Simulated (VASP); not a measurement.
## Zn: single point with revPBE

The system is Zn.

```
Zn
1.0
     0.00000    1.98699    1.98699
     1.98699    0.00000    1.98699
     1.98699    1.98699    0.00000
Zn
1
Direct
  0.00000 0.00000 0.00000
```

```json
{
 "Program": "VASP 6.6.1",
 "Task": "single point",
 "Functional": "revPBE",
 "Potentials or basis": "VASP PAW PBE potentials, release 64 (Zn)",
 "Cutoff": "520 eV",
 "k mesh": "14 × 14 × 14",
 "Occupations": "fermi-dirac, width 0.1 eV",
 "Spin": "no spin polarisation"
}
```

```
Pressure               : 0.3 GPa
Band gap on the k mesh : zero (band 6 reaches 4.43 eV, above the bottom of band 7 at 1.55 eV)
```

Levels at points of the mesh, in eV from the Fermi level:
| k point | band 3 | band 4 | band 5 | band 6 | band 7 | band 8 | band 9 | band 10 |
| --- | --- | --- | --- | --- | --- | --- | --- | --- |
| (0.00, 0.00, 0.00) | -7.49 | -7.49 | -7.14 | -7.14 | 17.89 | 17.89 | 17.89 | 18.62 |
| (0.50, 0.00, 0.00) | -7.50 | -6.87 | -6.87 | -2.73 | -1.37 | 14.95 | 14.95 | 17.19 |
| (0.50, 0.50, 0.00) | -6.88 | -6.80 | -6.80 | -0.88 | 1.67 | 8.32 | 8.32 | 11.86 |

Wall time 9.8 s on 1 thread of Intel(R) Xeon(R) Platinum 8488C (Sapphire Rapids), on a shared host, peak memory 0.14 GiB.

Caveat: the PAW data sets were made with another functional, which shifts forces and pressure a little.
